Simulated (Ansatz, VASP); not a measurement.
## SiO2 in VASP and in Ansatz

File INCAR:

```
SYSTEM = SiO2
PREC = Accurate ; ENCUT = 600
EDIFF = 1E-7 ; ISMEAR = 0
SIGMA = 0.02 ; LREAL = .False.
LASPH = .True. ; NELM = 120
ALGO = Normal ; ISIF = 3
LWAVE = .False. ; LCHARG = .False.
GGA = PE ; IVDW = 12
IBRION = 2 ; NSW = 100
EDIFFG = -0.002 ; GGA_COMPAT = .False.
NELMIN = 4
```

File KPOINTS:

```
Automatic mesh
0
Gamma
  6 6 8
  0 0 0
```

Contents of POSCAR:

```
SiO2
1.0
    4.1900000000      0.0000000000      0.0000000000
    0.0000000000      4.1900000000      0.0000000000
    0.0000000000      0.0000000000      2.6700000000
Si O
2 4
Direct
    0.0000000000      0.0000000000      0.0000000000
    0.5000000000      0.5000000000      0.5000000000
    0.3060000000      0.3060000000      0.0000000000
    0.6940000000      0.6940000000      0.0000000000
    0.1940000000      0.8060000000      0.5000000000
    0.8060000000      0.1940000000      0.5000000000
```

Input for Ansatz:

```yaml
crystal:
  lattice:
    - [4.19, 0.0, 0.0]
    - [0.0, 4.19, 0.0]
    - [0.0, 0.0, 2.67]
  atoms:
    - { symbol: Si, position: [0.0, 0.0, 0.0] }
    - { symbol: Si, position: [0.5, 0.5, 0.5] }
    - { symbol: O, position: [0.306, 0.306, 0.0] }
    - { symbol: O, position: [0.694, 0.694, 0.0] }
    - { symbol: O, position: [0.194, 0.806, 0.5] }
    - { symbol: O, position: [0.806, 0.194, 0.5] }
basis:
  ecutwfc: 420
kpoints:
  mp_grid: { grid: [6, 6, 8] }
hamiltonian:
  xc: pbe
  dispersion: d3bj
  pseudopotentials: { kind: paw, azcp: { folder: soft_1 } }
scf:
  occupations: { method: gaussian, width: 0.02 }
output:
  forces: true
  stress: true
  eigenvalues: true
  write_density: true
  write_potential: true
  elf: true
  volumetric_format: npy
relax:
  adjacent_minimum: "off"
  f_tol: 0.002
  max_steps: 80
  cell: { stress_tol: 0.02 }
```

Alike in both runs: task relaxation of cell and atoms; functional PBE; dispersion D3(BJ); k mesh 6 × 6 × 8; occupations gaussian, width 0.02 eV; no spin polarisation.

```csv
,VASP,Ansatz
version,VASP 6.6.1,Ansatz 0.2.0
potentials or method,"VASP PAW PBE potentials, release 64 (Si, O), cutoff 600 eV","scalar-relativistic, plane waves, PAW"
valence electrons in the cell,32,32
```

VASP gave:

* gap on the k mesh at the Fermi level, each at its own relaxed structure (eV): 5.30
* relaxed volume (Å³/atom): 7.89
* relaxed cell length with the largest relative difference (Å): 4.200

Task: Estimate Ansatz's values.

Result: gap on the k mesh at the Fermi level, each at its own relaxed structure (eV): 5.31; relaxed volume (Å³/atom): 7.90; relaxed cell length with the largest relative difference (Å): 4.204.
